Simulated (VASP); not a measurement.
# Re (P6_3/mmc) in VASP: further runs

Runs on Re. Level: LDA. Tasks: single point.

Everything below comes from runs of VASP 6.6.1. Logs are shortened: lines on timing, memory, paths and dates and some standing lists are left out, and cuts for length are marked.

## (1) The cell of the first run

The structure is hexagonal, space group P6_3/mmc (No. 194). Conventional cell: a = 2.681 Å, b = 2.681 Å, c = 4.327 Å, α = 90.00°, β = 90.00°, γ = 120.00°. Within 3.5 Å of Re (site symmetry -6m2) lie 12 Re at 2.66 to 2.68 Å.

## (2) Single point, LDA (13.47 Å³/atom)

Input file INCAR:

```
ALGO     = Normal         # electronic algorithm
EDIFF    = 1E-6           # SCF threshold, eV
ENCUT    = 520            # plane-wave cutoff, eV
ISIF     = 2              # what is computed and relaxed
ISMEAR   = 0              # smearing method
LASPH    = True           # aspherical terms in the spheres
LCHARG   = False          # write CHGCAR
LREAL    = False          # projectors in reciprocal space
LWAVE    = False          # write WAVECAR
NBANDS   = 14             # bands
NELM     = 60             # most SCF steps
PREC     = Accurate       # precision mode
SIGMA    = 0.1            # smearing width, eV
```

Input file KPOINTS:

```
k-points
0
Gamma
  18 18 10
```

Input file POSCAR:

```
Re
1.0
    2.6812740565      0.0000000000      0.0000000000
   -1.3406370282      2.3220514474      0.0000000000
    0.0000000000      0.0000000000      4.3273255445
Re
2
Direct
    0.3333333333      0.6666666667      0.2500000000
    0.6666666667      0.3333333333      0.7500000000
```

Potentials or basis: VASP PAW LDA potentials, release 64 (Re).

Started as:

```
$ cat potpaw_LDA.64/Re/POTCAR > POTCAR
$ mpirun -np 1 vasp_std > vasp.out
```

OUTCAR:

```text
EDIFF = 1E-6
   ENCUT = 520
   ISIF = 2
   ISMEAR = 0
   LASPH = True
   LREAL = False
   NELM = 60
   PREC = Accurate

 ion  position               nearest neighbor table
   1  0.333  0.667  0.250-   2 2.66   2 2.66   2 2.66   2 2.66   2 2.66   2 2.66
   2  0.667  0.333  0.750-   1 2.66   1 2.66   1 2.66   1 2.66   1 2.66   1 2.66

  LATTYP: Found a hexagonal cell.
 ALAT       =     2.6812740565
 C/A-ratio  =     1.6139064688

  Lattice vectors:

 A1 = (   2.6812740565,   0.0000000000,   0.0000000000)
 A2 = (  -1.3406370282,   2.3220514474,   0.0000000000)
 A3 = (   0.0000000000,   0.0000000000,   4.3273255445)

Analysis of symmetry for initial positions (statically):
=====================================================================
 Subroutine PRICEL returns:
 Original cell was already a primitive cell.

 Routine SETGRP: Setting up the symmetry group for a
 hexagonal supercell.

 Subroutine GETGRP returns: Found 24 space group operations
 (whereof 12 operations were pure point group operations)
 out of a pool of 24 trial point group operations.

The static configuration has the point symmetry D_3d.
 The point group associated with its full space group is D_6h.

Analysis of symmetry for dynamics (positions and initial velocities):
=====================================================================
 Subroutine PRICEL returns:
 Original cell was already a primitive cell.

 Routine SETGRP: Setting up the symmetry group for a
 hexagonal supercell.

 Subroutine GETGRP returns: Found 24 space group operations
 (whereof 12 operations were pure point group operations)
 out of a pool of 24 trial point group operations.

The dynamic configuration has the point symmetry D_3d.
 The point group associated with its full space group is D_6h.

 Subroutine INISYM returns: Found 24 space group operations
 (whereof 12 operations are pure point group operations),
 and found     1 'primitive' translations

----------------------------------------------------------------------------------------

                                     Primitive cell

  volume of cell :      26.9422

  direct lattice vectors                    reciprocal lattice vectors
     2.681274056  0.000000000  0.000000000     0.372957027  0.215326840  0.000000000
    -1.340637028  2.322051447  0.000000000     0.000000000  0.430653680  0.000000000
     0.000000000  0.000000000  4.327325544     0.000000000  0.000000000  0.231089616

  length of vectors
[... 93 lines left out ...]
   NELECT =      14.0000    total number of electrons
   NUPDOWN=      -1.0000    fix difference up-down
   EMIN   =  10.00;   EMAX   =-10.00  energy-range for DOS
   EFERMI =   0.00;   METHOD = LEGACY
   ISMEAR =     0;   SIGMA  =   0.10  broadening in eV -4-tet -1-fermi 0-gaus
   EFERMI_NEDOS =   21; number of points for ismear=-14 and -15
   IALGO  =     38    algorithm
   IMIX   =      4    mixing-type and parameters
     AMIX     =   0.40;   BMIX     =  1.00
     AMIX_MAG =   1.60;   BMIX_MAG =  1.00
  volume/ion in A,a.u.               =      13.47        90.91
  Fermi-wavevector in a.u.,A,eV,Ry     =   1.316154  2.487170 23.568839  1.732261
  Thomas-Fermi vector in A             =   2.446286
   LORBIT       =      0    0 simple, 1 ext, 2 COOP (PROOUT), +10 PAW based schemes
   GGA     = CA    functional components
   LHFCALC =     F    Hartree Fock is set to
   AEXX    =    0.0000 exact exchange contribution
   IVDW    =     0    specifies the selected vdW correction
   LEPSILON=     F    determine dielectric tensor
   LRPA    =     F    only Hartree local field effects (RPA)
 non-spin polarized calculation
 Gauss-broadening in eV      SIGMA  =   0.10
  energy-cutoff  :      520.00
  volume of cell :       26.94
 maximum number of plane-waves:       756
 NGX is ok and might be reduce to    20
   NGX =  9   NGY =  9   NGZ = 17

 number of electron      14.0000000 magnetization

 Free energy of the ion-electron system (eV)
  ---------------------------------------------------
  ext. energy  EPLUGINS =         0.00000000
  ---------------------------------------------------
  free energy    TOTEN  =       -27.36261587 eV

  energy without entropy =      -27.35558804  energy(sigma->0) =      -27.35910196

 E-fermi :   9.0043     XC(G=0): -14.3219

 val. band max:        9.0037832588   @ k =   0.3889   0.2222   0.3000
 cond. band min:       9.0143220619   @ k =   0.1667   0.1111   0.4000
 fundamental gap:      0.0105388032
 Fermi energy:         9.0042567252

 k-point     1 :       0.0000    0.0000    0.0000
  band No.  band energies     occupation
      1      -1.3908      2.00000
      2       1.7180      2.00000
      3       7.1442      2.00000
      4       7.1442      2.00000
      5       7.1641      2.00000
      6       8.1106      2.00000
      7       8.1106      2.00000
      8       9.1556      0.03228
      9       9.1556      0.03228
     10       9.9919      0.00000
     11      12.7713      0.00000
     12      12.7713      0.00000
     13      20.2590      0.00000
     14      23.3071      0.00000
[... 377 lines left out ...]
      1       2.7820      2.00000
      2       3.0549      2.00000
      3       3.2021      2.00000
      4       6.5859      2.00000
      5       6.6833      2.00000
      6       7.5008      2.00000
      7       8.3255      2.00000
      8      12.6275      0.00000
      9      13.3032      0.00000
     10      13.6600      0.00000
     11      15.4496      0.00000
     12      18.4971      0.00000
     13      20.2629      0.00000
     14      21.1633      0.00000

 [... further k-points ...]

------------------------ aborting loop because EDIFF is reached ----------------------------------------

  FORCE on cell =-STRESS in cart. coord.  units (eV):
  Direction    XX          YY          ZZ          XY          YZ          ZX
  --------------------------------------------------------------------------------------
  -------------------------------------------------------------------------------------
  Total        5.2737917      5.2737917      5.2439167      0.0000000      0.0000000      0.0000000
  in kB      313.6179737    313.6179737    311.8413856      0.0000000      0.0000000      0.0000000
  external PRESSURE =     313.0257777 kB  Pullay stress =       0.0000000 kB

 VOLUME and BASIS-vectors are now :
 -----------------------------------------------------------------------------
  energy-cutoff  :      520.00
  volume of cell :       26.94
      direct lattice vectors                 reciprocal lattice vectors
     2.681274056  0.000000000  0.000000000     0.372957027  0.215326840  0.000000000
    -1.340637028  2.322051447  0.000000000     0.000000000  0.430653680  0.000000000
     0.000000000  0.000000000  4.327325544     0.000000000  0.000000000  0.231089616

 POSITION                                       TOTAL-FORCE (eV/Angst)
 -----------------------------------------------------------------------------------
     -0.00000      1.54803      1.08183         0.000000      0.000000      0.000000
      1.34064      0.77402      3.24549        -0.000000      0.000000      0.000000
 -----------------------------------------------------------------------------------
    total drift:                                0.000000     -0.000000     -0.000000

  FREE ENERGIE OF THE ION-ELECTRON SYSTEM (eV)
  ---------------------------------------------------
  free  energy   TOTEN  =       -27.3626158741 eV

  energy  without entropy=      -27.3555880419  energy(sigma->0) =      -27.35910196
```

OSZICAR:

```text
N       E                     dE             d eps       ncg     rms          rms(c)
DAV:   1     0.874956788682E+02    0.87496E+02   -0.61144E+03  7412   0.105E+03
DAV:   2    -0.225432681340E+02   -0.11004E+03   -0.91762E+02  9532   0.351E+02
DAV:   3    -0.286220580228E+02   -0.60788E+01   -0.54886E+01 10568   0.111E+02
DAV:   4    -0.286937128238E+02   -0.71655E-01   -0.71336E-01  8924   0.753E+00
DAV:   5    -0.286940931561E+02   -0.38033E-03   -0.38027E-03 10502   0.102E+00    0.502E+01
DAV:   6    -0.277271532833E+02    0.96694E+00   -0.61006E-01 10644   0.125E+01    0.234E+01
DAV:   7    -0.273715247631E+02    0.35563E+00   -0.50385E-01 10720   0.109E+01    0.546E-01
DAV:   8    -0.273640129833E+02    0.75118E-02   -0.43415E-03  9548   0.549E-01    0.176E-01
DAV:   9    -0.273626031432E+02    0.14098E-02   -0.64283E-04  9326   0.238E-01    0.408E-02
DAV:  10    -0.273626181907E+02   -0.15048E-04   -0.54238E-05 10186   0.627E-02    0.255E-02
DAV:  11    -0.273626158713E+02    0.23194E-05   -0.61217E-07  6206   0.146E-02    0.352E-03
DAV:  12    -0.273626158741E+02   -0.28565E-08   -0.18823E-07  4656   0.875E-03
   1 F= -.27362616E+02 E0= -.27359102E+02  d E =-.702783E-02
```

It took 1.8 min on 1 thread of Intel Xeon 8259CL, shared host; peak memory 0.19 GiB.

Results:

```yaml
Free_energy: -27.3626 eV
Pressure: 31.3 GPa
Band_gap_on_the_k_mesh: zero (bands 7 and 8 overlap by 3.88 eV)
```

Caveat: the cell stands under pressure; spin-orbit coupling is left out, which moves the levels of the heavy elements.

[end of part 1 of 2]
